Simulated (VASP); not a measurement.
# PtS2 (P-3m1) in VASP: single point with PBE+D3(BJ)

Aim: the single point of PtS2 with PBE+D3(BJ).

All numbers are computed with VASP 6.6.1; they aren't measurements. Logs are shortened: lines on timing, memory, paths and dates and some standing lists are left out, and cuts for length are marked.

## (1) The cell of the first run

It takes space group P-3m1 (No. 164, trigonal). The conventional cell has a = 3.583 Å, b = 3.583 Å, c = 4.664 Å, α = 90.00°, β = 90.00°, γ = 120.00°. Pt (site symmetry -3m) has 6 S at 2.39 Å within 3.2 Å. Within 3.2 Å of S (site symmetry 3m) lie 3 Pt at 2.39 Å and 6 S at 3.06 to 3.18 Å.

## (2) Single point, PBE+D3(BJ)

The input, INCAR:

```
SYSTEM = PtS2
PREC     = Accurate       ! precision mode
ENCUT    = 520            ! plane-wave cutoff, eV
EDIFF    = 1E-6           ! SCF threshold, eV
ISMEAR   = 0              ! smearing method
SIGMA    = 0.01           ! smearing width, eV
LREAL    = .False.        ! projectors in reciprocal space
LASPH    = .True.         ! aspherical terms in the spheres
NELM     = 80             ! most SCF steps
ALGO     = Normal         ! electronic algorithm
ISIF     = 2              ! what is computed and relaxed
LWAVE    = .False.        ! write WAVECAR
LCHARG   = .False.        ! write CHGCAR
GGA      = PE             ! functional
IVDW     = 12             ! dispersion correction
NBANDS   = 18             ! bands
```

The input, KPOINTS:

```
Automatic mesh
0
Gamma
  12 12 8
  0 0 0
```

The input, POSCAR:

```
PtS2
1.0
    3.5830653951      0.0000000000      0.0000000000
   -1.7915326975      3.1030256556      0.0000000000
    0.0000000000      0.0000000000      4.6639927277
Pt S
1 2
Direct
    0.0000000000      0.0000000000      0.0000000000
    0.3333333333      0.6666666667      0.2586282042
    0.6666666667      0.3333333333      0.7413717958
```

Potentials or basis: VASP PAW PBE potentials, release 64 (Pt, S).

On the command line:

```bash
$ cat potpaw_PBE.64/Pt/POTCAR potpaw_PBE.64/S/POTCAR > POTCAR
$ mpirun -np 1 vasp_std > vasp.out
```

OUTCAR:

```text
SYSTEM = PtS2
   PREC = Accurate
   ENCUT = 520
   EDIFF = 1E-6
   ISMEAR = 0
   LREAL = .False.
   LASPH = .True.
   NELM = 80
   ISIF = 2
   GGA = PE
   IVDW = 12
 IVDW          = 12

 ion  position               nearest neighbor table
   1  0.000  0.000  0.000-   2 2.39   3 2.39   2 2.39   3 2.39   3 2.39   2 2.39
   2  0.333  0.667  0.259-   1 2.39   1 2.39   1 2.39
   3  0.667  0.333  0.741-   1 2.39   1 2.39   1 2.39

  LATTYP: Found a hexagonal cell.
 ALAT       =     3.5830653951
 C/A-ratio  =     1.3016766967

  Lattice vectors:

 A1 = (   3.5830653951,   0.0000000000,   0.0000000000)
 A2 = (  -1.7915326975,   3.1030256556,   0.0000000000)
 A3 = (   0.0000000000,   0.0000000000,   4.6639927277)

Analysis of symmetry for initial positions (statically):
=====================================================================
 Subroutine PRICEL returns:
 Original cell was already a primitive cell.

 Routine SETGRP: Setting up the symmetry group for a
 hexagonal supercell.

 Subroutine GETGRP returns: Found 12 space group operations
 (whereof 12 operations were pure point group operations)
 out of a pool of 24 trial point group operations.

The static configuration has the point symmetry D_3d.

Analysis of symmetry for dynamics (positions and initial velocities):
=====================================================================
 Subroutine PRICEL returns:
 Original cell was already a primitive cell.

 Routine SETGRP: Setting up the symmetry group for a
 hexagonal supercell.

 Subroutine GETGRP returns: Found 12 space group operations
 (whereof 12 operations were pure point group operations)
 out of a pool of 24 trial point group operations.

The dynamic configuration has the point symmetry D_3d.

 Subroutine INISYM returns: Found 12 space group operations
 (whereof 12 operations are pure point group operations),
 and found     1 'primitive' translations

----------------------------------------------------------------------------------------

                                     Primitive cell

  volume of cell :      51.8559

  direct lattice vectors                    reciprocal lattice vectors
     3.583065395  0.000000000  0.000000000     0.279090636  0.161133054  0.000000000
    -1.791532698  3.103025656  0.000000000     0.000000000  0.322266108  0.000000000
     0.000000000  0.000000000  4.663992728     0.000000000  0.000000000  0.214408568

  length of vectors
     3.583065395  3.583065395  4.663992728     0.322266108  0.322266108  0.214408568

  position of ions in fractional coordinates (direct lattice)
     0.000000000  0.000000000  0.000000000
     0.333333333  0.666666667  0.258628204
     0.666666667  0.333333333  0.741371796

  ion indices of the primitive-cell ions
   primitive index   ion index
                 1           1
                 2           2
                 3           3

----------------------------------------------------------------------------------------

 KPOINTS: Automatic mesh

Automatic generation of k-mesh.
 Grid dimensions read from file:
 generate k-points for:   12   12    8

 Generating k-lattice:

  Cartesian coordinates                     Fractional coordinates (reciprocal lattice)
     0.023257553  0.013427754  0.000000000     0.083333333  0.000000000  0.000000000
     0.000000000  0.026855509  0.000000000     0.000000000  0.083333333  0.000000000
     0.000000000  0.000000000  0.026801071     0.000000000  0.000000000  0.125000000

  Length of vectors
     0.026855509  0.026855509  0.026801071

  Shift w.r.t. Gamma in fractional coordinates (k-lattice)
     0.000000000  0.000000000  0.000000000

 Subroutine IBZKPT returns following result:
 ===========================================

 Found    131 irreducible k-points:

 Following reciprocal coordinates:
            Coordinates               Weight
  0.000000  0.000000  0.000000      1.000000
  0.083333  0.000000  0.000000      6.000000
  0.166667  0.000000  0.000000      6.000000
  0.250000 -0.000000  0.000000      6.000000
  0.333333  0.000000  0.000000      6.000000
  0.416667 -0.000000  0.000000      6.000000
[... 16 lines left out ...]
  0.166667  0.000000  0.125000      6.000000
  0.000000  0.166667  0.125000      6.000000
 [... further k-points ...]
   k-points           NKPTS =    131   k-points in BZ     NKDIM =    131   number of bands    NBANDS=     18
   number of dos      NEDOS =    301   number of ions     NIONS =      3
   total plane-waves  NPLWV =  28224
   dimension x,y,z NGX =    28 NGY =   28 NGZ =   36
   dimension x,y,z NGXF=    56 NGYF=   56 NGZF=   72
   ions per type =               1   2
   NGX,Y,Z   is equivalent  to a cutoff of  12.99, 12.99, 12.83 a.u.
   NGXF,Y,Z  is equivalent  to a cutoff of  25.98, 25.98, 25.66 a.u.
 SYSTEM =  PtS2
   PREC   = accura    normal or accurate (medium, high low for compatibility)
   ISTART =      0    job   : 0-new  1-cont  2-samecut
   ICHARG =      2    charge: 1-file 2-atom 10-const
   ISPIN  =      1    spin polarized calculation?
   LNONCOLLINEAR =      F non collinear calculations
   LSORBIT =      F    spin-orbit coupling
   LASPH  =      T    aspherical Exc in radial PAW
   ENCUT  =  520.0 eV  38.22 Ry    6.18 a.u.   6.66  6.66  8.67*2*pi/ulx,y,z
   NELM   =     80;   NELMIN=  2; NELMDL= -5     # of ELM steps
   EDIFF  = 0.1E-05   stopping-criterion for ELM
   LREAL  =      F    real-space projection
   EDIFFG = 0.1E-04   stopping-criterion for IOM
   NSW    =      0    number of steps for IOM
   IBRION =     -1    ionic relax: 0-MD 1-quasi-New 2-CG
   NFREE  =      0    steps in history (QN), initial steepest desc. (CG)
   ISIF   =      2    stress and relaxation
   ISYM   =      2    0-nonsym 1-usesym 2-fastsym
   POTIM  = 0.5000    time-step for ionic-motion
   TEBEG  =    0.0;   TEEND  =   0.0 temperature during run
   PSTRESS=    0.0 pullay stress
   NELECT =      22.0000    total number of electrons
   NUPDOWN=      -1.0000    fix difference up-down
   EMIN   =  10.00;   EMAX   =-10.00  energy-range for DOS
   EFERMI =   0.00;   METHOD = LEGACY
   ISMEAR =     0;   SIGMA  =   0.01  broadening in eV -4-tet -1-fermi 0-gaus
   EFERMI_NEDOS =   21; number of points for ismear=-14 and -15
   IALGO  =     38    algorithm
   IMIX   =      4    mixing-type and parameters
     AMIX     =   0.40;   BMIX     =  1.00
     AMIX_MAG =   1.60;   BMIX_MAG =  1.00
  volume/ion in A,a.u.               =      17.29       116.65
  Fermi-wavevector in a.u.,A,eV,Ry     =   1.230126  2.324602 20.588485  1.513211
  Thomas-Fermi vector in A             =   2.364987
   LORBIT       =      0    0 simple, 1 ext, 2 COOP (PROOUT), +10 PAW based schemes
   GGA     = PE    functional components
   LHFCALC =     F    Hartree Fock is set to
   AEXX    =    0.0000 exact exchange contribution
   IVDW    =    12    specifies the selected vdW correction
   LEPSILON=     F    determine dielectric tensor
   LRPA    =     F    only Hartree local field effects (RPA)
 non-spin polarized calculation
 Gauss-broadening in eV      SIGMA  =   0.01
  energy-cutoff  :      520.00
  volume of cell :       51.86
 maximum number of plane-waves:      1421
 NGX is ok and might be reduce to    28
   NGX = 13   NGY = 13   NGZ = 17

 number of electron      21.9999997 magnetization

 Free energy of the ion-electron system (eV)
  ---------------------------------------------------
  ext. energy  EPLUGINS =         0.00000000
  ---------------------------------------------------
  free energy    TOTEN  =       -15.31638923 eV

  energy without entropy =      -15.31638923  energy(sigma->0) =      -15.31638923

 E-fermi :   8.0339     XC(G=0): -11.0421

 val. band max:        7.9996636783   @ k =   0.0000   0.0000   0.0000
 cond. band min:       8.0705681392   @ k =   0.0000   0.3333   0.2500
 fundamental gap:      0.0709044609
 Fermi energy:         8.0338958522

 k-point     1 :       0.0000    0.0000    0.0000
  band No.  band energies     occupation
      1      -7.9929      2.00000
      2      -4.5705      2.00000
      3       0.3337      2.00000
      4       0.8845      2.00000
      5       0.8845      2.00000
      6       3.7252      2.00000
[... 10 lines left out ...]
     17      15.3474      0.00000
     18      20.3074      0.00000

 k-point     2 :       0.0833    0.0000    0.0000
  band No.  band energies     occupation
      1      -7.9060      2.00000
      2      -4.6344      2.00000
      3       0.4310      2.00000
      4       0.9426      2.00000
      5       0.9816      2.00000
      6       3.5984      2.00000
[... 10 lines left out ...]
     17      15.6041      0.00000
     18      18.9300      0.00000

 k-point     3 :       0.1667    0.0000    0.0000
  band No.  band energies     occupation
      1      -7.6537      2.00000
      2      -4.8042      2.00000
      3       0.7061      2.00000
      4       1.1037      2.00000
      5       1.2520      2.00000
      6       3.1557      2.00000
[... 10 lines left out ...]
     17      16.2393      0.00000
     18      17.5029      0.00000

 k-point     4 :       0.2500   -0.0000    0.0000
  band No.  band energies     occupation
      1      -7.2629      2.00000
      2      -5.0327      2.00000
      3       1.0866      2.00000
      4       1.3252      2.00000
      5       1.6188      2.00000
      6       2.4363      2.00000
[... 375 lines left out ...]
      4       0.9339      2.00000
      5       1.1054      2.00000
      6       3.5533      2.00000
[... 10 lines left out ...]
     17      15.8366      0.00000
     18      18.2685      0.00000

 k-point    23 :       0.1667    0.0000    0.1250
  band No.  band energies     occupation
      1      -7.5788      2.00000
      2      -4.9731      2.00000
      3       0.7587      2.00000
      4       1.1471      2.00000
      5       1.3757      2.00000
      6       3.2340      2.00000
[... 10 lines left out ...]
     17      15.6673      0.00000
     18      17.1029      0.00000

 k-point    24 :       0.0000    0.1667    0.1250
  band No.  band energies     occupation
      1      -7.5886      2.00000
      2      -4.9361      2.00000
      3       0.6016      2.00000
      4       1.0722      2.00000
      5       1.5427      2.00000
      6       3.0088      2.00000
[... 10 lines left out ...]
     17      16.7593      0.00000
     18      17.0421      0.00000

 [... further k-points ...]

------------------------ aborting loop because EDIFF is reached ----------------------------------------

 Edisp (eV)   -1.35386

 E8    (eV) :    -0.5436

  FORCE on cell =-STRESS in cart. coord.  units (eV):
  Direction    XX          YY          ZZ          XY          YZ          ZX
  --------------------------------------------------------------------------------------
  -------------------------------------------------------------------------------------
  Total      -0.17184    -0.17184    -0.09581    -0.00000     0.00000     0.00000
  in kB      -5.30942    -5.30942    -2.96018    -0.00000     0.00000     0.00000
  external pressure =       -4.53 kB  Pullay stress =        0.00 kB

 VOLUME and BASIS-vectors are now :
 -----------------------------------------------------------------------------
  energy-cutoff  :      520.00
  volume of cell :       51.86
      direct lattice vectors                 reciprocal lattice vectors
     3.583065395  0.000000000  0.000000000     0.279090636  0.161133054  0.000000000
    -1.791532698  3.103025656  0.000000000     0.000000000  0.322266108  0.000000000
     0.000000000  0.000000000  4.663992728     0.000000000  0.000000000  0.214408568

 POSITION                                       TOTAL-FORCE (eV/Angst)
 -----------------------------------------------------------------------------------
      0.00000      0.00000      0.00000         0.000000      0.000000     -0.000000
     -0.00000      2.06868      1.20624         0.000000     -0.000000     -0.039384
      1.79153      1.03434      3.45775        -0.000000      0.000000      0.039384
 -----------------------------------------------------------------------------------
    total drift:                               -0.000000      0.000000      0.000000

  FREE ENERGIE OF THE ION-ELECTRON SYSTEM (eV)
  ---------------------------------------------------
  free  energy   TOTEN  =       -16.6702517063 eV

  energy  without entropy=      -16.6702517062  energy(sigma->0) =      -16.67025171
```

Wall time 90 s (1 thread of AMD EPYC 7R43 (Zen 3), shared host); peak memory 0.23 GiB.

What came out:

- Free energy: -16.6703 eV
- Pressure: -0.5 GPa
- Largest force: 0.039 eV/Å
- Band gap on the k mesh: 0.07 eV, indirect (least direct gap 0.69 eV)
- Dispersion energy per atom: -0.451 eV

Forces on the atoms (eV/Å):
```
Pt   0.000  0.000  0.000
S    0.000  0.000 -0.039
S    0.000  0.000  0.039
```

Levels at points of the mesh, in eV from the valence-band top:
| k point | band 9 | band 10 | band 11 | band 12 | band 13 | band 14 |
| --- | --- | --- | --- | --- | --- | --- |
| (0.00, 0.00, 0.00) | -1.64 | -1.64 | 0.00 | 1.12 | 1.12 | 3.58 |
| (0.50, 0.00, 0.00) | -3.63 | -3.54 | -3.00 | 0.71 | 2.25 | 5.21 |
| (0.00, 0.00, 0.50) | -2.17 | -2.17 | -1.58 | 2.21 | 2.21 | 5.25 |
| (0.50, 0.00, 0.50) | -3.29 | -3.22 | -1.59 | 0.73 | 1.59 | 4.84 |

Caveat: spin-orbit coupling is left out, which moves the levels of the heavy elements. A k mesh can miss the band edges.
